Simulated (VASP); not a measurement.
# TiSi4Ni3 (Cmm2) in VASP: single point with PBE

Aim: the single point of TiSi4Ni3 with PBE.

Program: VASP 6.6.1. These are calculated values, not measurements. Logs are shortened: lines on timing, memory, paths and dates and some standing lists are left out, and cuts for length are marked.

**1. The cell of the first run**

The structure is orthorhombic, space group Cmm2 (No. 35). The conventional cell has a = 6.305 Å, b = 6.819 Å, c = 4.893 Å, α = 90.00°, β = 90.00°, γ = 90.00°. Within 3.2 Å of Ti (site symmetry mm2) lie 6 Si at 2.44 to 2.49 Å and 6 Ni at 2.78 to 3.15 Å. Within 3.2 Å of Si (site symmetry mm2) lie 6 Ni at 2.44 to 2.49 Å and 6 Si at 2.79 to 3.15 Å. Within 3.2 Å of Si (site symmetry mm2) lie 2 Ti at 2.44 to 2.46 Å and 4 Ni at 2.49 Å and 6 Si at 2.79 to 3.15 Å. Within 3.2 Å of Si (site symmetry 2) lie 4 Ni at 2.44 to 2.49 Å and 2 Ti at 2.49 Å and 6 Si at 2.79 to 3.15 Å. Within 3.2 Å of Ni (site symmetry mm2) lie 6 Si at 2.44 to 2.49 Å and 4 Ni at 2.78 Å and 2 Ti at 3.15 Å. Within 3.2 Å of Ni (site symmetry 2) lie 6 Si at 2.44 to 2.49 Å and 2 Ti at 2.78 Å and 4 Ni at 2.78 to 3.15 Å.

**2. Single point, PBE, collinear spin, ferrimagnetic start**

INCAR

```
SYSTEM = TiSi4Ni3
PREC     = Accurate       ! precision mode
ENCUT    = 520            ! plane-wave cutoff, eV
EDIFF    = 1E-6           ! SCF threshold, eV
ISMEAR   = 0              ! smearing method
SIGMA    = 0.1            ! smearing width, eV
LREAL    = .FALSE.        ! projectors in reciprocal space
LASPH    = .TRUE.         ! aspherical terms in the spheres
NELM     = 150            ! most SCF steps
ALGO     = Normal         ! electronic algorithm
ISIF     = 2              ! what is computed and relaxed
LWAVE    = .FALSE.        ! write WAVECAR
LCHARG   = .TRUE.         ! write CHGCAR
ISPIN    = 2              ! spin polarisation
MAGMOM   = 0 0 0 0 0 -2 2 -2 ! initial moments
LORBIT   = 11             ! projections on sites
LMAXMIX  = 4              ! l up to which the mixer works
GGA      = PE             ! functional
LELF     = .TRUE.         ! ELF
LVHAR    = .TRUE.       
NBANDS   = 43             ! bands
```

KPOINTS

```
Automatic mesh
0
G
  4 4 4
  0 0 0
```

POSCAR

```
TiSi4Ni3
1.0
    3.1525132300     -3.4096623400      0.0000000000
    3.1525132300      3.4096623400      0.0000000000
    0.0000000000      0.0000000000      4.8931650800
Ti Si Ni
1 4 3
Direct
    0.5000000000      0.5000000000      0.3442200100
    0.0000000000      0.0000000000      0.8423000000
    0.5000000000      0.5000000000      0.8423000000
    0.0000000000      0.5000000000      0.1577000000
    0.5000000000      0.0000000000      0.1577000000
    0.0000000000      0.0000000000      0.3442200100
    0.0000000000      0.5000000000      0.6557799900
    0.5000000000      0.0000000000      0.6557799900
```

Potentials or basis: VASP PAW PBE potentials, release 64 (Ti_sv, Si, Ni).

Launch:

```bash
$ cat potpaw_PBE.64/Ti_sv/POTCAR potpaw_PBE.64/Si/POTCAR potpaw_PBE.64/Ni/POTCAR > POTCAR
$ mpirun -np 1 vasp_std > vasp.out
```

OUTCAR:

```text
SYSTEM = TiSi4Ni3
   PREC = Accurate
   ENCUT = 520
   EDIFF = 1E-6
   ISMEAR = 0
   LREAL = .FALSE.
   LASPH = .TRUE.
   NELM = 150
   ISIF = 2
   ISPIN = 2
   LORBIT = 11
   GGA = PE

 ion  position               nearest neighbor table
   1  0.500  0.500  0.344-   3 2.44   3 2.46   5 2.49   4 2.49   5 2.49   4 2.49   8 2.78   8 2.78
                             7 2.78   7 2.78
   2  0.000  0.000  0.842-   6 2.44   6 2.46   7 2.49   8 2.49   7 2.49   8 2.49   4 2.79   5 2.79
                             5 2.79   4 2.79
   3  0.500  0.500  0.842-   1 2.44   1 2.46   7 2.49   8 2.49   8 2.49   7 2.49   5 2.79   4 2.79
                             4 2.79   5 2.79
   4  0.000  0.500  0.158-   7 2.44   7 2.46   1 2.49   6 2.49   6 2.49   1 2.49   2 2.79   3 2.79
                             2 2.79   3 2.79
   5  0.500  0.000  0.158-   8 2.44   8 2.46   1 2.49   6 2.49   1 2.49   6 2.49   3 2.79   3 2.79
                             2 2.79   2 2.79
   6  0.000  0.000  0.344-   2 2.44   2 2.46   5 2.49   4 2.49   4 2.49   5 2.49   8 2.78   7 2.78
                             7 2.78   8 2.78
   7  0.000  0.500  0.656-   4 2.44   4 2.46   3 2.49   2 2.49   2 2.49   3 2.49   1 2.78   6 2.78
                             1 2.78   6 2.78
   8  0.500  0.000  0.656-   5 2.44   5 2.46   3 2.49   2 2.49   3 2.49   2 2.49   1 2.78   1 2.78
                             6 2.78   6 2.78

  LATTYP: Found a base centered orthorhombic cell.
 ALAT       =     6.3050264600
 B/A-ratio  =     1.0815695578
 C/A-ratio  =     0.7760736788

  Lattice vectors:

 A1 = (   3.1525132300,  -3.4096623400,   0.0000000000)
 A2 = (   3.1525132300,   3.4096623400,   0.0000000000)
 A3 = (   0.0000000000,   0.0000000000,   4.8931650800)

Analysis of symmetry for initial positions (statically):
=====================================================================
 Subroutine PRICEL returns:
 Original cell was already a primitive cell.

 Routine SETGRP: Setting up the symmetry group for a
 base centered orthorhombic supercell.

 Subroutine GETGRP returns: Found  4 space group operations
 (whereof  4 operations were pure point group operations)
 out of a pool of  8 trial point group operations.

The static configuration has the point symmetry C_2v.

Analysis of symmetry for dynamics (positions and initial velocities):
=====================================================================
 Subroutine PRICEL returns:
 Original cell was already a primitive cell.

 Routine SETGRP: Setting up the symmetry group for a
 base centered orthorhombic supercell.

 Subroutine GETGRP returns: Found  4 space group operations
 (whereof  4 operations were pure point group operations)
 out of a pool of  8 trial point group operations.

The dynamic configuration has the point symmetry C_2v.

Analysis of structural, dynamic, and magnetic symmetry:
=====================================================================
 Subroutine PRICEL returns:
 Original cell was already a primitive cell.

 Routine SETGRP: Setting up the symmetry group for a
 base centered orthorhombic supercell.

 Subroutine GETGRP returns: Found  2 space group operations
 (whereof  2 operations were pure point group operations)
 out of a pool of  8 trial point group operations.

The overall configuration has the point symmetry C_2 .

 Subroutine INISYM returns: Found  2 space group operations
 (whereof  2 operations are pure point group operations),
 and found     1 'primitive' translations

----------------------------------------------------------------------------------------

                                     Primitive cell

  volume of cell :     105.1933

  direct lattice vectors                    reciprocal lattice vectors
     3.152513230 -3.409662340  0.000000000     0.158603617 -0.146642087  0.000000000
     3.152513230  3.409662340  0.000000000     0.158603617  0.146642087  0.000000000
     0.000000000  0.000000000  4.893165080     0.000000000  0.000000000  0.204366700

  length of vectors
     4.643720161  4.643720161  4.893165080     0.216006965  0.216006965  0.204366700

  position of ions in fractional coordinates (direct lattice)
     0.500000000  0.500000000  0.344220010
     0.000000000  0.000000000  0.842300000
     0.500000000  0.500000000  0.842300000
     0.000000000  0.500000000  0.157700000
     0.500000000  0.000000000  0.157700000
[... 77 lines left out ...]
   PREC   = accura    normal or accurate (medium, high low for compatibility)
   ISTART =      0    job   : 0-new  1-cont  2-samecut
   ICHARG =      2    charge: 1-file 2-atom 10-const
   ISPIN  =      2    spin polarized calculation?
   LNONCOLLINEAR =      F non collinear calculations
   LSORBIT =      F    spin-orbit coupling
   LASPH  =      T    aspherical Exc in radial PAW
   ENCUT  =  520.0 eV  38.22 Ry    6.18 a.u.   8.63  8.63  9.10*2*pi/ulx,y,z
   NELM   =    150;   NELMIN=  2; NELMDL= -5     # of ELM steps
   EDIFF  = 0.1E-05   stopping-criterion for ELM
   LREAL  =      F    real-space projection
   EDIFFG = 0.1E-04   stopping-criterion for IOM
   NSW    =      0    number of steps for IOM
   IBRION =     -1    ionic relax: 0-MD 1-quasi-New 2-CG
   NFREE  =      0    steps in history (QN), initial steepest desc. (CG)
   ISIF   =      2    stress and relaxation
   ISYM   =      2    0-nonsym 1-usesym 2-fastsym
   POTIM  = 0.5000    time-step for ionic-motion
   TEBEG  =    0.0;   TEEND  =   0.0 temperature during run
   PSTRESS=    0.0 pullay stress
   NELECT =      58.0000    total number of electrons
   NUPDOWN=      -1.0000    fix difference up-down
   EMIN   =  10.00;   EMAX   =-10.00  energy-range for DOS
   EFERMI =   0.00;   METHOD = LEGACY
   ISMEAR =     0;   SIGMA  =   0.10  broadening in eV -4-tet -1-fermi 0-gaus
   EFERMI_NEDOS =   21; number of points for ismear=-14 and -15
   IALGO  =     38    algorithm
   IMIX   =      4    mixing-type and parameters
     AMIX     =   0.40;   BMIX     =  1.00
     AMIX_MAG =   1.60;   BMIX_MAG =  1.00
  volume/ion in A,a.u.               =      13.15        88.73
  Fermi-wavevector in a.u.,A,eV,Ry     =   1.342419  2.536804 24.518909  1.802089
  Thomas-Fermi vector in A             =   2.470574
   LORBIT       =     11    0 simple, 1 ext, 2 COOP (PROOUT), +10 PAW based schemes
   GGA     = PE    functional components
   LHFCALC =     F    Hartree Fock is set to
   AEXX    =    0.0000 exact exchange contribution
   IVDW    =     0    specifies the selected vdW correction
   LEPSILON=     F    determine dielectric tensor
   LRPA    =     F    only Hartree local field effects (RPA)
 spin polarized calculation
 Gauss-broadening in eV      SIGMA  =   0.10
  energy-cutoff  :      520.00
  volume of cell :      105.19
 maximum number of plane-waves:      2860
 NGX is ok and might be reduce to    36
   NGX = 17   NGY = 17   NGZ = 19

 number of electron      58.0000044 magnetization       0.0317870

 number of electron      58.0000044 magnetization      -0.0001362

 Free energy of the ion-electron system (eV)
  ---------------------------------------------------
  ext. energy  EPLUGINS =         0.00000000
  ---------------------------------------------------
  free energy    TOTEN  =       -48.38135660 eV

  energy without entropy =      -48.35778370  energy(sigma->0) =      -48.36957015

 E-fermi :   9.6897     XC(G=0): -11.9438

 val. band max:        9.6457583755   @ k =   0.2500   0.5000  -0.2500
 cond. band min:       9.7072877102   @ k =   0.5000   0.2500   0.0000
 fundamental gap:      0.0615293347
 Fermi energy:         9.6896985237

 spin component 1

 k-point     1 :       0.0000    0.0000    0.0000
  band No.  band energies     occupation
      1     -46.5527      1.00000
      2     -22.9114      1.00000
      3     -22.9015      1.00000
      4     -22.8773      1.00000
      5      -2.6085      1.00000
      6       2.3781      1.00000
[... 1045 lines left out ...]
     40      14.9610      0.00000
     41      15.0737      0.00000

 [... further k-points ...]

 spin component 2

 k-point     1 :       0.0000    0.0000    0.0000
  band No.  band energies     occupation
      1     -46.5528      1.00000
      2     -22.9114      1.00000
      3     -22.9015      1.00000
      4     -22.8773      1.00000
      5      -2.6085      1.00000
      6       2.3781      1.00000
[... 1045 lines left out ...]
     40      14.9610      0.00000
     41      15.0737      0.00000

 [... further k-points ...]

 [bands above 41 left out]

------------------------ aborting loop because EDIFF is reached ----------------------------------------

  FORCE on cell =-STRESS in cart. coord.  units (eV):
  Direction    XX          YY          ZZ          XY          YZ          ZX
  --------------------------------------------------------------------------------------
  -------------------------------------------------------------------------------------
  Total       -2.7269991     -2.7751678      0.2577444     -0.0000859      0.0000000      0.0000000
  in kB      -41.5343506    -42.2679986      3.9256507     -0.0013085      0.0000000      0.0000000
  external PRESSURE =     -26.6255661 kB  Pullay stress =       0.0000000 kB

 VOLUME and BASIS-vectors are now :
 -----------------------------------------------------------------------------
  energy-cutoff  :      520.00
  volume of cell :      105.19
      direct lattice vectors                 reciprocal lattice vectors
     3.152513230 -3.409662340  0.000000000     0.158603617 -0.146642087  0.000000000
     3.152513230  3.409662340  0.000000000     0.158603617  0.146642087  0.000000000
     0.000000000  0.000000000  4.893165080     0.000000000  0.000000000  0.204366700

 POSITION                                       TOTAL-FORCE (eV/Angst)
 -----------------------------------------------------------------------------------
      3.15251      0.00000      1.68433        -0.000000     -0.000000      1.164511
      0.00000      0.00000      4.12151         0.000000     -0.000000     -0.522830
      3.15251      0.00000      4.12151        -0.000000     -0.000000      1.162783
      1.57626      1.70483      0.77165        -0.000000     -0.000000     -0.929570
      1.57626     -1.70483      0.77165        -0.000000      0.000000     -0.929547
      0.00000      0.00000      1.68433        -0.000000     -0.000000     -0.343313
      1.57626      1.70483      3.20884         0.000000     -0.000000      0.198977
      1.57626     -1.70483      3.20884        -0.000000     -0.000000      0.198989
 -----------------------------------------------------------------------------------
    total drift:                               -0.000000      0.000000      0.000392

  FREE ENERGIE OF THE ION-ELECTRON SYSTEM (eV)
  ---------------------------------------------------
  free  energy   TOTEN  =       -48.3813565982 eV

  energy  without entropy=      -48.3577837007  energy(sigma->0) =      -48.36957015

 total charge

# of ion       s       p       d       tot
------------------------------------------
    1        2.204   6.187   2.104  10.495
    2        0.775   0.764   0.000   1.539
    3        0.789   0.827   0.000   1.616
    4        0.770   0.858   0.000   1.628
    5        0.770   0.858   0.000   1.628
    6        0.415   0.491   8.394   9.300
    7        0.462   0.478   8.410   9.350
    8        0.462   0.478   8.410   9.350
--------------------------------------------------
tot          6.647  10.941  27.318  44.906

 magnetization (x)

# of ion       s       p       d       tot
------------------------------------------
    1       -0.000  -0.000  -0.000  -0.000
    2        0.000   0.000   0.000   0.000
    3       -0.000  -0.000   0.000  -0.000
    4        0.000   0.000   0.000   0.000
    5       -0.000  -0.000   0.000  -0.000
    6        0.000   0.000  -0.000  -0.000
    7       -0.000  -0.000   0.000   0.000
    8       -0.000   0.000  -0.000  -0.000
--------------------------------------------------
tot         -0.000   0.000  -0.000  -0.000
```

Wall time 8 min (1 thread of Oxide Virtual Turin-like, shared host); peak memory 0.33 GiB.

Results:

```
Free energy                                           : -48.3814 eV
Pressure                                              : -2.7 GPa
Largest force                                         : 1.165 eV/Å
Band gap on the k mesh                                : zero (filled and empty bands overlap)
Net moment                                            : 0.00 μB per cell
Valence electrons inside the program's atomic spheres : Ti 10.49; Si 1.54, 1.62, 1.63 (each value once); Ni 9.30, 9.35 (each value once)
```

Forces on the atoms (eV/Å):
```
Ti   0.000  0.000  1.165
Si   0.000  0.000 -0.523
Si   0.000  0.000  1.163
Si   0.000  0.000 -0.930
Si   0.000  0.000 -0.930
Ni   0.000  0.000 -0.343
Ni   0.000  0.000  0.199
Ni   0.000  0.000  0.199
```

Stress tensor (GPa, compression positive):
```
-4.15  0.00  0.00
 0.00 -4.23  0.00
 0.00  0.00  0.39
```

Caveat: the moments typed at the start vanished in this run; forces of over 1 eV/Å act on the atoms, so gaps and moduli don't describe the material at rest.

The gap in the log of VASP goes by the Fermi energy; the results here count the filled bands.